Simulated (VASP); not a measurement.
Input of a VASP 6.6.1 run:

INCAR

```
SYSTEM = K7F8
  ALGO = Normal
  EDIFF = 1E-6
  ENCUT = 520
  GGA = PE
  GGA_COMPAT = .FALSE.
  ISIF = 2
  ISMEAR = 0
  LASPH = .TRUE.
  LCHARG = .TRUE.
  LELF = .TRUE.
  LREAL = .FALSE.
  LVHAR = .TRUE.
  LWAVE = .FALSE.
  NBANDS = 72
  NELECT = 120.0
  NELM = 120
  PREC = Accurate
  SIGMA = 0.05
```

The input KPOINTS:

```
k-points
0
G
  4 4 4
  0 0 0
```

POSCAR

```
K7F8
1.0
    0.0000000000      5.4191884945     -5.4191884945
    5.4191884945      5.4191884945      0.0000000000
    5.4191884945      0.0000000000     -5.4191884945
K F
7 8
Direct
    0.4999999544     -0.4999999544      0.0000000000
    1.0000000010      0.5000000466     -0.0000000923
    0.9999999088      0.0000000000      0.0000000000
    0.4999999544      0.4999999544      0.4999999544
    0.4999999544      0.0000000000      0.4999999544
    1.0000000933      0.4999999544      0.4999999544
    1.0000000010     -0.0000000923      0.5000000466
    0.2374922004      0.7374921548      0.2625077540
    0.2374921081      0.2625078462      0.2625078462
    0.7625078929      0.7374921548      0.2625077540
    0.7499999316      0.2499999772      0.2499999772
    0.2499998849      0.7500000238      0.7500000238
    0.2374922004      0.2625077540      0.7374921548
    0.7625078929      0.7374921548      0.7374921548
    0.7625078929      0.2625077540      0.7374921548
```

Potentials or basis: VASP PAW PBE potentials, release 64 (K_sv, F).

Command:

```bash
$ cat potpaw_PBE.64/K_sv/POTCAR potpaw_PBE.64/F/POTCAR > POTCAR
$ mpirun -np 1 vasp_std > vasp.out
```

**Question.** What does it give for the largest force?

**Answer.** 0.013 eV/Å.

Forces on the atoms (eV/Å):
```
K    0.000  0.000  0.000
K    0.000  0.000  0.000
K    0.000  0.000  0.000
K    0.000  0.000  0.000
K    0.000  0.000  0.000
K    0.000  0.000  0.000
K    0.000  0.000  0.000
F    0.000  0.013  0.000
F   -0.013  0.000  0.000
F    0.000  0.000  0.013
F    0.000  0.000  0.000
F    0.000  0.000  0.000
F    0.000  0.000 -0.013
F    0.013  0.000  0.000
F    0.000 -0.013  0.000
```

Caveat: the cell carries a net charge on a neutralising background, which shifts energy and pressure.
